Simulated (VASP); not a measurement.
Runs of VASP 6.6.1 on CdO2. The structure is trigonal, space group P-3m1 (No. 164). Conventional cell: a = 3.476 Å, b = 3.476 Å, c = 4.148 Å, α = 90.00°, β = 90.00°, γ = 120.00°. Within 3.0 Å of Cd (site symmetry -3m) lie 6 O at 2.25 Å. Within 3.0 Å of O (site symmetry 3m) lie 3 Cd at 2.25 Å and 6 O at 2.85 to 2.92 Å. 

| smearing | gap on the mesh (eV) | pressure (GPa) | largest force (eV/Å) |
| --- | --- | --- | --- |
| fermi-dirac 0.25 eV | none | -6.7 | 0.21 |
| fermi-dirac 0.025 eV | none | (c) | 0.11 |
| fermi-dirac 0.1 eV | none | (b) | 0.16 |
| fermi-dirac 0.05 eV | none | -8.4 | 0.13 |
| fermi-dirac 0.15 eV | none | (a) | 0.18 |

Alike in all rows: task single point; level r2SCAN; potentials or basis VASP PAW PBE potentials, release 64 (Cd, O); no spin polarisation; cell as given; k mesh 9 × 9 × 7; cutoff (eV) 520.

Question: Estimate the missing entries.

Answer: (a) -7.6; (b) -8.0; (c) -8.5.

Caveats: the PAW data sets were made with another functional, which shifts forces and pressure a little.

A k mesh can miss the band edges, and the runs leave out spin-orbit coupling on Cd.

A gap of «none» marks levels without a gap at the run's occupations.
